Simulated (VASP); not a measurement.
Set up this calculation in VASP 6.6.1, as the native input.

```yaml
Task: single point
Functional: PBEsol
Potentials_or_basis: VASP PAW PBE potentials, release 64 (Co, O)
Cutoff: 520 eV
k_mesh: 8 × 8 × 8
Occupations: fermi-dirac, width 0.1 eV
Spin: collinear spin, ferromagnetic start
Starting_moments: "[1.8, 0.0] μB"
Dipole_correction: no
Further_INCAR_settings: ALGO = Normal; EDIFF = 1e-07; NBANDS = 18
```

The structure of CoO lies in POSCAR:

```
CoO
1.0
    0.0000000000      2.1315000000      2.1315000000
    2.1315000000      0.0000000000      2.1315000000
    2.1315000000      2.1315000000      0.0000000000
Co O
1 1
Direct
    0.0050000000      0.0000000000      0.0000000000
    0.5000000000      0.5000000000      0.5000000000
```

One way to write it, as run:

INCAR

```
PREC     = Accurate       # precision mode
ENCUT    = 520            # plane-wave cutoff, eV
EDIFF    = 1E-7           # SCF threshold, eV
ISMEAR   = -1             # smearing method
SIGMA    = 0.1            # smearing width, eV
LREAL    = F              # projectors in reciprocal space
LASPH    = T              # aspherical terms in the spheres
NELM     = 150            # most SCF steps
ALGO     = Normal         # electronic algorithm
ISIF     = 2              # what is computed and relaxed
LWAVE    = F              # write WAVECAR
LCHARG   = T              # write CHGCAR
ISPIN    = 2              # spin polarisation
MAGMOM   = 1.8 0          # initial moments
LORBIT   = 11             # projections on sites
LMAXMIX  = 4              # l up to which the mixer works
GGA      = PS             # functional
LELF     = T              # ELF
LVHAR    = T            
NBANDS   = 18             # bands
```

KPOINTS

```
Automatic mesh
0
Gamma
  8 8 8
```

Potentials or basis: VASP PAW PBE potentials, release 64 (Co, O).

Run with:

```sh
$ cat potpaw_PBE.64/Co/POTCAR potpaw_PBE.64/O/POTCAR > POTCAR
$ mpirun -np 1 vasp_std > vasp.out
```

Results of the run:

```
Pressure                                              : -11.4 GPa
Net moment                                            : 2.88 μB per cell
Site moments                                          : Co +2.53; O +0.30 μB
Valence electrons inside the program's atomic spheres : Co 7.80; O 4.95
```

Caveat: the PAW data sets were made with another functional, which shifts forces and pressure a little; a cell with one magnetic atom can't hold antiferromagnetic order, which such compounds often take.

Run time: 2.6 min on 1 thread of AMD EPYC 7R43 64-Core Processor (Zen 3) (shared host), peak memory 0.15 GiB.
